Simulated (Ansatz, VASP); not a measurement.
# Na in VASP and in Ansatz

```xyz
1
Lattice="-2.1385 2.1385 2.1385 2.1385 -2.1385 2.1385 2.1385 2.1385 -2.1385" Properties=species:S:1:pos:R:3 pbc="T T T"
Na    0.0000    0.0000    0.0000
```

Change from the starting cell: volume scaled by 1.03, PAW files.

Alike in both runs: task electric field gradients; functional PBE; k mesh 12 × 12 × 12; occupations fermi-dirac, width 0.05 eV; no spin polarisation.

|  | VASP | Ansatz |
| --- | --- | --- |
| version | VASP 6.6.1 | Ansatz 0.2.0 |
| potentials or method | VASP PAW PBE potentials, release 64 (Na_pv) | PAW with Ansatz's default frozen-core files, scalar-relativistic |
| plane-wave cutoff (eV) | 400 | 420 |
| valence electrons in the cell | 7 | 9 |

|  | VASP | Ansatz | Ansatz less VASP |
| --- | --- | --- | --- |
| pressure (GPa) | -0.6 | -0.4 | +0.16 |

VASP's potentials hold 7 valence electrons a cell and Ansatz's 9, so a difference there can come from the potentials and not from the codes.
